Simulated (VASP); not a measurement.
# Gd2ZrN3 (P-3m1) in VASP: a series of runs

Gd2ZrN3 is run at these levels: PBE; tasks: single point, relaxation of cell and atoms.

Everything below comes from runs of VASP 6.6.1. Logs are shortened: lines on timing, memory, paths and dates and some standing lists are left out, and cuts for length are marked.

### Step 1. The cell of the first run

The structure is trigonal, space group P-3m1 (No. 164). Conventional cell: a = 3.400 Å, b = 3.400 Å, c = 8.481 Å, α = 90.00°, β = 90.00°, γ = 120.00°. Gd (site symmetry 3m) has 6 N at 2.44 to 2.50 Å within 3.2 Å. Within 3.1 Å of Zr (site symmetry -3m) lie 6 N at 2.33 Å. Within 3.2 Å of N (site symmetry 3m) lie 3 Zr at 2.33 Å and 3 Gd at 2.50 Å and 3 N at 3.17 Å. N (site symmetry -3m) has 6 Gd at 2.44 Å within 3.2 Å.

### Step 2. Single point, PBE, collinear spin, ferromagnetic start

File INCAR:

```
SYSTEM = Gd2ZrN3
ALGO = Normal ; EDIFF = 1E-6
ENCUT = 520 ; GGA = PE
ISIF = 2 ; ISMEAR = 0
ISPIN = 2 ; LASPH = .True.
LCHARG = .False. ; LMAXMIX = 6
LORBIT = 11 ; LREAL = .False.
LWAVE = .False. ; MAGMOM = 7 7 0 0 0 0
NBANDS = 44 ; NELM = 150
PREC = Accurate ; SIGMA = 0.15
```

File KPOINTS:

```
k-points
0
Gamma
  4 4 2
  0 0 0
```

File POSCAR:

```
Gd2ZrN3
1.0
    3.4000080518      0.0000000000      0.0000000000
   -1.7000040259      2.9444933459      0.0000000000
    0.0000000000      0.0000000000      8.4807452436
Gd Zr N
2 1 3
Direct
    0.6666666667      0.3333333333      0.6704928068
    0.3333333333      0.6666666667      0.3295071932
    0.0000000000      0.0000000000      0.0000000000
    0.3333333333      0.6666666667      0.8529886564
    0.6666666667      0.3333333333      0.1470113436
    0.0000000000      0.0000000000      0.5000000000
```

Potentials or basis: VASP PAW PBE potentials, release 64 (Gd, Zr_sv, N).

Started as:

```bash
> cat potpaw_PBE.64/Gd/POTCAR potpaw_PBE.64/Zr_sv/POTCAR potpaw_PBE.64/N/POTCAR > POTCAR
> mpirun -np 1 vasp_std > vasp.out
```

OUTCAR:

```text
SYSTEM = Gd2ZrN3
   EDIFF = 1E-6
   ENCUT = 520
   GGA = PE
   ISIF = 2
   ISMEAR = 0
   ISPIN = 2
   LASPH = .True.
   LORBIT = 11
   LREAL = .False.
   NELM = 150
   PREC = Accurate

 ion  position               nearest neighbor table
   1  0.667  0.333  0.670-   6 2.44   6 2.44   6 2.44   4 2.50   4 2.50   4 2.50   3 3.42   3 3.42
                             3 3.42   2 3.50   2 3.50   2 3.50
   2  0.333  0.667  0.330-   6 2.44   6 2.44   6 2.44   5 2.50   5 2.50   5 2.50   3 3.42   3 3.42
                             3 3.42   1 3.50   1 3.50   1 3.50
   3  0.000  0.000  0.000-   4 2.33   5 2.33   4 2.33   5 2.33   5 2.33   4 2.33   1 3.42   2 3.42
                             2 3.42   1 3.42   2 3.42   1 3.42
   4  0.333  0.667  0.853-   3 2.33   3 2.33   3 2.33   1 2.50   1 2.50   1 2.50
   5  0.667  0.333  0.147-   3 2.33   3 2.33   3 2.33   2 2.50   2 2.50   2 2.50
   6  0.000  0.000  0.500-   1 2.44   2 2.44   2 2.44   1 2.44   1 2.44   2 2.44

  LATTYP: Found a hexagonal cell.
 ALAT       =     3.4000080518
 C/A-ratio  =     2.4943309293

  Lattice vectors:

 A1 = (   3.4000080518,   0.0000000000,   0.0000000000)
 A2 = (  -1.7000040259,   2.9444933459,   0.0000000000)
 A3 = (   0.0000000000,   0.0000000000,   8.4807452436)

Analysis of symmetry for initial positions (statically):
=====================================================================
 Subroutine PRICEL returns:
 Original cell was already a primitive cell.

 Routine SETGRP: Setting up the symmetry group for a
 hexagonal supercell.

 Subroutine GETGRP returns: Found 12 space group operations
 (whereof 12 operations were pure point group operations)
 out of a pool of 24 trial point group operations.

The static configuration has the point symmetry D_3d.

Analysis of symmetry for dynamics (positions and initial velocities):
=====================================================================
 Subroutine PRICEL returns:
 Original cell was already a primitive cell.

 Routine SETGRP: Setting up the symmetry group for a
 hexagonal supercell.

 Subroutine GETGRP returns: Found 12 space group operations
 (whereof 12 operations were pure point group operations)
 out of a pool of 24 trial point group operations.

The dynamic configuration has the point symmetry D_3d.

Analysis of structural, dynamic, and magnetic symmetry:
=====================================================================
 Subroutine PRICEL returns:
 Original cell was already a primitive cell.

 Routine SETGRP: Setting up the symmetry group for a
 hexagonal supercell.

 Subroutine GETGRP returns: Found 12 space group operations
 (whereof 12 operations were pure point group operations)
 out of a pool of 24 trial point group operations.

The overall configuration has the point symmetry D_3d.

 Subroutine INISYM returns: Found 12 space group operations
 (whereof 12 operations are pure point group operations),
 and found     1 'primitive' translations

----------------------------------------------------------------------------------------

                                     Primitive cell

  volume of cell :      84.9033

  direct lattice vectors                    reciprocal lattice vectors
     3.400008052  0.000000000  0.000000000     0.294116951  0.169808501  0.000000000
    -1.700004026  2.944493346  0.000000000     0.000000000  0.339617001  0.000000000
     0.000000000  0.000000000  8.480745244     0.000000000  0.000000000  0.117914166

  length of vectors
     3.400008052  3.400008052  8.480745244     0.339617001  0.339617001  0.117914166

  position of ions in fractional coordinates (direct lattice)
     0.666666667  0.333333333  0.670492807
     0.333333333  0.666666667  0.329507193
     0.000000000  0.000000000  0.000000000
     0.333333333  0.666666667  0.852988656
     0.666666667  0.333333333  0.147011344
     0.000000000  0.000000000  0.500000000

  ion indices of the primitive-cell ions
   primitive index   ion index
                 1           1
                 2           2
                 3           3
                 4           4
                 5           5
                 6           6

----------------------------------------------------------------------------------------

 KPOINTS: k-points

Automatic generation of k-mesh.
 Grid dimensions read from file:
 generate k-points for:    4    4    2

 Generating k-lattice:

  Cartesian coordinates                     Fractional coordinates (reciprocal lattice)
     0.073529238  0.042452125  0.000000000     0.250000000 -0.000000000  0.000000000
     0.000000000  0.084904250  0.000000000     0.000000000  0.250000000  0.000000000
     0.000000000  0.000000000  0.058957083     0.000000000  0.000000000  0.500000000

  Length of vectors
     0.084904250  0.084904250  0.058957083

  Shift w.r.t. Gamma in fractional coordinates (k-lattice)
     0.000000000  0.000000000  0.000000000

 Subroutine IBZKPT returns following result:
 ===========================================

 Found      8 irreducible k-points:

 Following reciprocal coordinates:
            Coordinates               Weight
  0.000000  0.000000  0.000000      1.000000
  0.250000  0.000000  0.000000      6.000000
  0.500000  0.000000  0.000000      3.000000
  0.250000  0.250000  0.000000      6.000000
  0.000000  0.000000  0.500000      1.000000
  0.250000  0.000000  0.500000      6.000000
  0.500000  0.000000  0.500000      3.000000
  0.250000  0.250000  0.500000      6.000000
   k-points           NKPTS =      8   k-points in BZ     NKDIM =      8   number of bands    NBANDS=     44
   number of dos      NEDOS =    301   number of ions     NIONS =      6
   total plane-waves  NPLWV =  50176
   dimension x,y,z NGX =    28 NGY =   28 NGZ =   64
   dimension x,y,z NGXF=    56 NGYF=   56 NGZF=  128
   ions per type =               2   1   3
   NGX,Y,Z   is equivalent  to a cutoff of  13.69, 13.69, 12.55 a.u.
   NGXF,Y,Z  is equivalent  to a cutoff of  27.38, 27.38, 25.09 a.u.
 SYSTEM =  Gd2ZrN3
   PREC   = accura    normal or accurate (medium, high low for compatibility)
   ISTART =      0    job   : 0-new  1-cont  2-samecut
   ICHARG =      2    charge: 1-file 2-atom 10-const
   ISPIN  =      2    spin polarized calculation?
   LNONCOLLINEAR =      F non collinear calculations
   LSORBIT =      F    spin-orbit coupling
   LASPH  =      T    aspherical Exc in radial PAW
   ENCUT  =  520.0 eV  38.22 Ry    6.18 a.u.   6.32  6.32 15.77*2*pi/ulx,y,z
   NELM   =    150;   NELMIN=  2; NELMDL= -5     # of ELM steps
   EDIFF  = 0.1E-05   stopping-criterion for ELM
   LREAL  =      F    real-space projection
   EDIFFG = 0.1E-04   stopping-criterion for IOM
   NSW    =      0    number of steps for IOM
   IBRION =     -1    ionic relax: 0-MD 1-quasi-New 2-CG
   NFREE  =      0    steps in history (QN), initial steepest desc. (CG)
   ISIF   =      2    stress and relaxation
   ISYM   =      2    0-nonsym 1-usesym 2-fastsym
   POTIM  = 0.5000    time-step for ionic-motion
   TEBEG  =    0.0;   TEEND  =   0.0 temperature during run
   PSTRESS=    0.0 pullay stress
   NELECT =      63.0000    total number of electrons
   NUPDOWN=      -1.0000    fix difference up-down
   EMIN   =  10.00;   EMAX   =-10.00  energy-range for DOS
   EFERMI =   0.00;   METHOD = LEGACY
   ISMEAR =     0;   SIGMA  =   0.15  broadening in eV -4-tet -1-fermi 0-gaus
   EFERMI_NEDOS =   21; number of points for ismear=-14 and -15
   IALGO  =     38    algorithm
   IMIX   =      4    mixing-type and parameters
     AMIX     =   0.40;   BMIX     =  1.00
     AMIX_MAG =   1.60;   BMIX_MAG =  1.00
  volume/ion in A,a.u.               =      14.15        95.49
  Fermi-wavevector in a.u.,A,eV,Ry     =   1.482109  2.800780 29.887201  2.196647
  Thomas-Fermi vector in A             =   2.595936
   LORBIT       =     11    0 simple, 1 ext, 2 COOP (PROOUT), +10 PAW based schemes
   GGA     = PE    functional components
   LHFCALC =     F    Hartree Fock is set to
   AEXX    =    0.0000 exact exchange contribution
   IVDW    =     0    specifies the selected vdW correction
   LEPSILON=     F    determine dielectric tensor
   LRPA    =     F    only Hartree local field effects (RPA)
 spin polarized calculation
 Gauss-broadening in eV      SIGMA  =   0.15
  energy-cutoff  :      520.00
  volume of cell :       84.90
 maximum number of plane-waves:      2324
 NGX is ok and might be reduce to    28
   NGX = 13   NGY = 13   NGZ = 31

 number of electron      63.0000001 magnetization      13.8977791

 Free energy of the ion-electron system (eV)
  ---------------------------------------------------
  ext. energy  EPLUGINS =         0.00000000
  ---------------------------------------------------
  free energy    TOTEN  =       -66.96653021 eV

  energy without entropy =      -66.95470757  energy(sigma->0) =      -66.96061889

 E-fermi :   6.7060     XC(G=0): -11.9426

 val. band max:        6.6890865135   @ k =   0.5000   0.0000   0.5000
 cond. band min:       6.8327038024   @ k =   0.2500   0.0000   0.0000
 fundamental gap:      0.1436172889
 Fermi energy:         6.7060382458

 spin component 1

 k-point     1 :       0.0000    0.0000    0.0000
  band No.  band energies     occupation
      1     -42.6183      1.00000
      2     -37.6632      1.00000
      3     -37.6108      1.00000
      4     -20.7777      1.00000
      5     -20.4248      1.00000
      6     -20.4248      1.00000
[... 35 lines left out ...]
     42       9.0450      0.00000
     43       9.4418      0.00000

 k-point     2 :       0.2500    0.0000    0.0000
  band No.  band energies     occupation
      1     -42.5928      1.00000
      2     -37.6089      1.00000
      3     -37.5700      1.00000
      4     -20.7214      1.00000
      5     -20.6977      1.00000
      6     -20.4831      1.00000
[... 265 lines left out ...]
     42      10.1895      0.00000
     43      10.8103      0.00000

 k-point     8 :       0.2500    0.2500    0.5000
  band No.  band energies     occupation
      1     -42.5672      1.00000
      2     -37.5500      1.00000
      3     -37.5326      1.00000
      4     -20.8712      1.00000
      5     -20.6611      1.00000
      6     -20.6338      1.00000
[... 35 lines left out ...]
     42       9.1402      0.00000
     43      10.1009      0.00000
 Fermi energy:         6.7060382458

 spin component 2

 k-point     1 :       0.0000    0.0000    0.0000
  band No.  band energies     occupation
      1     -42.6643      1.00000
      2     -34.5795      1.00000
      3     -34.5118      1.00000
      4     -20.8419      1.00000
      5     -20.4728      1.00000
      6     -20.4728      1.00000
[... 35 lines left out ...]
     42       9.4772      0.00000
     43      10.2189      0.00000

 k-point     2 :       0.2500    0.0000    0.0000
  band No.  band energies     occupation
      1     -42.6389      1.00000
      2     -34.5105      1.00000
      3     -34.4601      1.00000
      4     -20.7816      1.00000
      5     -20.7506      1.00000
      6     -20.5311      1.00000
[... 265 lines left out ...]
     42      10.1488      0.00000
     43      11.3337      0.00000

 k-point     8 :       0.2500    0.2500    0.5000
  band No.  band energies     occupation
      1     -42.6132      1.00000
      2     -34.4352      1.00000
      3     -34.4128      1.00000
      4     -20.9182      1.00000
      5     -20.7178      1.00000
      6     -20.6924      1.00000
[... 35 lines left out ...]
     42      10.0065      0.00000
     43      10.1637      0.00000
 [bands above 43 left out]

------------------------ aborting loop because EDIFF is reached ----------------------------------------

  FORCE on cell =-STRESS in cart. coord.  units (eV):
  Direction    XX          YY          ZZ          XY          YZ          ZX
  --------------------------------------------------------------------------------------
  -------------------------------------------------------------------------------------
  Total       -0.2459528     -0.2459528     -0.2053703     -0.0000000     -0.0000000      0.0000000
  in kB       -4.6412802     -4.6412802     -3.8754637     -0.0000000     -0.0000000      0.0000000
  external PRESSURE =      -4.3860080 kB  Pullay stress =       0.0000000 kB

 VOLUME and BASIS-vectors are now :
 -----------------------------------------------------------------------------
  energy-cutoff  :      520.00
  volume of cell :       84.90
      direct lattice vectors                 reciprocal lattice vectors
     3.400008052  0.000000000  0.000000000     0.294116951  0.169808501  0.000000000
    -1.700004026  2.944493346  0.000000000     0.000000000  0.339617001  0.000000000
     0.000000000  0.000000000  8.480745244     0.000000000  0.000000000  0.117914166

 POSITION                                       TOTAL-FORCE (eV/Angst)
 -----------------------------------------------------------------------------------
      1.70000      0.98150      5.68628        -0.000000      0.000000     -0.011014
     -0.00000      1.96300      2.79447         0.000000     -0.000000      0.011014
      0.00000      0.00000      0.00000        -0.000000      0.000000      0.000000
     -0.00000      1.96300      7.23398        -0.000000      0.000000     -0.019569
      1.70000      0.98150      1.24677         0.000000      0.000000      0.019569
      0.00000      0.00000      4.24037        -0.000000      0.000000      0.000000
 -----------------------------------------------------------------------------------
    total drift:                               -0.000000      0.000000      0.000000

  FREE ENERGIE OF THE ION-ELECTRON SYSTEM (eV)
  ---------------------------------------------------
  free  energy   TOTEN  =       -66.9665302094 eV

  energy  without entropy=      -66.9547075690  energy(sigma->0) =      -66.96061889

 total charge

# of ion       s       p       d       f       tot
--------------------------------------------------
    1        2.033   5.660   0.586   7.010  15.290
    2        2.033   5.660   0.586   7.010  15.290
    3        2.163   6.027   1.501   0.000   9.691
    4        1.246   2.413   0.000   0.000   3.659
    5        1.246   2.413   0.000   0.000   3.659
    6        1.251   2.414   0.000   0.000   3.665
--------------------------------------------------
tot          9.974  24.587   2.674  14.020  51.254

 magnetization (x)

# of ion       s       p       d       f       tot
--------------------------------------------------
    1       -0.006  -0.078   0.080   6.786   6.782
    2       -0.006  -0.078   0.080   6.786   6.782
    3       -0.004  -0.001  -0.068   0.000  -0.074
    4       -0.003  -0.010   0.000   0.000  -0.013
    5       -0.003  -0.010   0.000   0.000  -0.013
    6       -0.008  -0.071   0.000   0.000  -0.079
--------------------------------------------------
tot         -0.029  -0.249   0.092  13.572  13.386
```

Run time: 4.6 min. Hardware: 1 thread of Intel Xeon Platinum 8488C (Sapphire Rapids), shared host; peak memory 0.29 GiB.

What came out:

```yaml
Free_energy: -66.9665 eV
Pressure: -0.4 GPa
Largest_force: 0.020 eV/Å
Net_moment: 13.90 μB per cell
Site_moments: Gd +6.78; Zr -0.07; N -0.01, -0.08 (each value once) μB
Valence_electrons_inside_the_program's_atomic_spheres: Gd 15.29; Zr 9.69; N 3.66, 3.67 (each value once)
```

Forces in eV/Å, atoms in the order of the input:
```
Gd   0.000  0.000 -0.011
Gd   0.000  0.000  0.011
Zr   0.000  0.000  0.000
N    0.000  0.000 -0.020
N    0.000  0.000  0.020
N    0.000  0.000  0.000
```

Caveat: the k points lie up to 0.53 Å⁻¹ apart; spin-orbit coupling is left out, which moves the levels of the heavy elements; semilocal functionals describe open f shells poorly, which spoils levels, moments and volumes. The state reached can hang on the start; a lower one may exist.

### Step 3. Relaxation of cell and atoms, PBE, collinear spin, ferromagnetic start

This run uses another cell than the first one, of 16.29 Å³/atom.

File INCAR:

```
SYSTEM = Gd2ZrN3
  ALGO = Normal
  EDIFF = 1E-7
  EDIFFG = -0.08
  ENCUT = 600
  GGA = PE
  IBRION = 2
  ISIF = 3
  ISMEAR = 0
  ISPIN = 2
  LASPH = .TRUE.
  LCHARG = .FALSE.
  LMAXMIX = 6
  LORBIT = 11
  LREAL = .FALSE.
  LWAVE = .FALSE.
  MAGMOM = 7 7 0 0 0 0
  NELM = 150
  NSW = 36
  PREC = Accurate
  SIGMA = 0.15
```

File KPOINTS:

```
k-points
0
G
  4 4 2
  0 0 0
```

File POSCAR:

```
Gd2ZrN3
1.0
    3.5850000000      0.0000000000      0.0000000000
   -1.7925000000      3.1047010700      0.0000000000
    0.0000000000      0.0000000000      8.7800000000
Gd Zr N
2 1 3
Direct
    0.6666666700      0.3333333300      0.6667000000
    0.3333333300      0.6666666700      0.3333000000
    0.0000000000      0.0000000000      0.0000000000
    0.3333333300      0.6666666700      0.8333000000
    0.6666666700      0.3333333300      0.1667000000
    0.0000000000      0.0000000000      0.5000000000
```

Potentials or basis: VASP PAW PBE potentials, release 64 (Gd, Zr_sv, N).

Started as:

```bash
> cat potpaw_PBE.64/Gd/POTCAR potpaw_PBE.64/Zr_sv/POTCAR potpaw_PBE.64/N/POTCAR > POTCAR
> mpirun -np 1 vasp_std > vasp.out
```

Wall time 53 min (1 thread of Intel Xeon Platinum 8488C (Sapphire Rapids), shared host); peak memory 0.38 GiB.

Results (log left out):

```yaml
Free_energy: -66.9957 eV
Relaxed_volume: 14.11 Å³/atom
Relaxed_cell: a = 3.399 Å, b = 3.399 Å, c = 8.466 Å, α = 90.00°, β = 90.00°, γ = 120.00°
Space_group_after_relaxing_to_0.1_Å: P-3m1 (No. 164)
Energy_gained_by_relaxing: 191.3 meV/atom
Ionic_steps: 9
Pressure_after_relaxing: -0.1 GPa
Largest_force_after_relaxing: 0.018 eV/Å
Net_moment: 13.90 μB per cell
Site_moments: Gd +6.78; Zr -0.07; N -0.01, -0.08 (each value once) μB
Valence_electrons_inside_the_program's_atomic_spheres: Gd 15.29; Zr 9.69; N 3.64, 3.65 (each value once)
```

Forces on the atoms (eV/Å):
```
Gd   0.000  0.000 -0.016
Gd   0.000  0.000  0.016
Zr   0.000  0.000  0.000
N    0.000  0.000  0.018
N    0.000  0.000 -0.018
N    0.000  0.000  0.000
```

Stress tensor (GPa, compression positive):
```
-0.18  0.00  0.00
 0.00 -0.18  0.00
 0.00  0.00  0.21
```

Step by step:
```tsv
step	energy change (eV)	largest force (eV/Å)	pressure (GPa)	volume (Å³)
1	0.0000	1.3469	-18.43	97.72
2	0.0482	1.5043	34.48	73.54
3	-0.9281	1.4837	0.61	84.60
4	-0.9290	1.4862	1.32	84.28
5	-1.0926	0.7607	1.13	84.15
6	-1.1445	0.0289	1.40	84.02
7	-1.1446	0.0241	1.38	84.03
8	-1.1418	0.0295	-1.98	85.61
9	-1.1476	0.0178	-0.05	84.69
```

Final structure:
```cif
data_structure
_symmetry_space_group_name_H-M 'P 1'
_symmetry_Int_Tables_number 1
_cell_length_a 3.3987
_cell_length_b 3.3987
_cell_length_c 8.4659
_cell_angle_alpha 90.000
_cell_angle_beta 90.000
_cell_angle_gamma 120.000
_cell_volume 84.69
loop_
_atom_site_label
_atom_site_type_symbol
_atom_site_fract_x
_atom_site_fract_y
_atom_site_fract_z
_atom_site_occupancy
Gd1 Gd 0.66667 0.33333 0.67050 1
Gd2 Gd 0.33333 0.66667 0.32950 1
Zr1 Zr 0.00000 0.00000 0.00000 1
N1 N 0.33333 0.66667 0.85263 1
N2 N 0.66667 0.33333 0.14737 1
N3 N 0.00000 0.00000 0.50000 1
```

Levels at points of the mesh, in eV from the Fermi level:
Spin up:
```
           k point  band 35  band 36  band 37  band 38  band 39  band 40  band 41  band 42
(0.00, 0.00, 0.00)    -2.97    -1.05    -0.96    -0.96     1.01     1.01     1.03     2.36
(0.50, 0.00, 0.00)    -3.20    -2.62    -1.74    -1.44    -1.39     2.06     2.23     3.34
(0.00, 0.00, 0.50)    -2.04    -2.04    -1.82    -1.82     1.26     1.26     1.49     1.57
(0.50, 0.00, 0.50)    -2.86    -2.57    -2.44    -1.83    -0.24    -0.02     3.35     3.49
```
Spin down:
```
           k point  band 21  band 22  band 23  band 24  band 25  band 26  band 27  band 28
(0.00, 0.00, 0.00)    -2.88    -1.79    -1.76    -1.76     0.81     0.95     0.95     1.07
(0.50, 0.00, 0.00)    -3.10    -2.33    -1.88    -1.87    -1.38     0.97     1.35     1.35
(0.00, 0.00, 0.50)    -2.40    -2.40    -2.24    -2.24     0.63     0.95     0.95     1.07
(0.50, 0.00, 0.50)    -2.89    -2.58    -2.38    -2.24    -0.58     0.20     1.33     1.35
```

Caveat: the k points lie up to 0.53 Å⁻¹ apart in the final cell; spin-orbit coupling is left out, which moves the levels of the heavy elements; semilocal functionals describe open f shells poorly, which spoils levels, moments and volumes.
